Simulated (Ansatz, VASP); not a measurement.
## One calculation of Be2H3, two programs

INCAR

```
PREC     = Accurate       # precision mode
ENCUT    = 910            # plane-wave cutoff, eV
EDIFF    = 1E-7           # SCF threshold, eV
ISMEAR   = 0              # smearing method
SIGMA    = 0.1            # smearing width, eV
LREAL    = F              # projectors in reciprocal space
LASPH    = T              # aspherical terms in the spheres
NELM     = 120            # most SCF steps
ALGO     = Normal         # electronic algorithm
ISIF     = 3              # what is computed and relaxed
LWAVE    = F              # write WAVECAR
LCHARG   = F              # write CHGCAR
GGA      = PE             # functional
IBRION   = 2              # ionic algorithm
NSW      = 90             # ionic steps
EDIFFG   = -0.04          # ionic threshold
GGA_COMPAT= F            
NELMIN   = 4
```

Contents of KPOINTS:

```
regular mesh
0
Gamma
  4 4 6
```

The input POSCAR:

```
Be2H3
1.0
    4.7179094600      0.0000000000      0.0000000000
    0.0000000000      4.7179094600      0.0000000000
    0.0000000000      0.0000000000      3.1963115900
Be H
4 6
Direct
    0.2358350500      0.0000000000      0.5000000000
    0.7641649500      0.0000000000      0.5000000000
    0.0000000000      0.2358350500      0.5000000000
    0.0000000000      0.7641649500      0.5000000000
    0.0000000000      0.5000000000      0.0000000000
    0.5000000000      0.0000000000      0.0000000000
    0.8134131000      0.5000000000      0.0000000000
    0.1865869000      0.5000000000      0.0000000000
    0.5000000000      0.8134131000      0.0000000000
    0.5000000000      0.1865869000      0.0000000000
```

Input for Ansatz:

```yaml
crystal:
  lattice:
    - [4.71790946, 0.0, 0.0]
    - [0.0, 4.71790946, 0.0]
    - [0.0, 0.0, 3.19631159]
  atoms:
    - { symbol: Be, position: [0.23583505, 0.0, 0.5] }
    - { symbol: Be, position: [0.76416495, 0.0, 0.5] }
    - { symbol: Be, position: [0.0, 0.23583505, 0.5] }
    - { symbol: Be, position: [0.0, 0.76416495, 0.5] }
    - { symbol: H, position: [0.0, 0.5, 0.0] }
    - { symbol: H, position: [0.5, 0.0, 0.0] }
    - { symbol: H, position: [0.8134131, 0.5, 0.0] }
    - { symbol: H, position: [0.1865869, 0.5, 0.0] }
    - { symbol: H, position: [0.5, 0.8134131, 0.0] }
    - { symbol: H, position: [0.5, 0.1865869, 0.0] }
basis:
  ecutwfc: 420
kpoints:
  mp_grid: { grid: [4, 4, 6] }
hamiltonian:
  xc: pbe
scf:
  occupations: { method: gaussian, width: 0.1 }
  lower_state_search: "off"
output:
  forces: true
  stress: true
  eigenvalues: true
relax:
  adjacent_minimum: "off"
  f_tol: 0.04
  max_steps: 70
  cell: { stress_tol: 0.4 }
```

Alike in both runs: task relaxation of cell and atoms; functional PBE; k mesh 4 × 4 × 6; occupations gaussian, width 0.1 eV; no spin polarisation.

|  | VASP | Ansatz |
| --- | --- | --- |
| version | VASP 6.6.1 | Ansatz 0.2.0 |
| potentials or method | VASP PAW PBE potentials, release 64 (Be, H_h), cutoff 910 eV | scalar-relativistic, plane waves, PAW |
| valence electrons in the cell | 14 | 14 |

VASP gave:

```
gap on the k mesh at the Fermi level, each at its own relaxed structure (eV) : none
relaxed volume (Å³/atom)                                                     : 7.73
relaxed cell length with the largest relative difference (Å)                 : 5.334
```

Question: Which values does Ansatz return?

Answer: gap on the k mesh at the Fermi level, each at its own relaxed structure (eV): none; relaxed volume (Å³/atom): 7.73; relaxed cell length with the largest relative difference (Å): 5.335.

A gap of «none» marks a metal or a gap that the smearing closes.
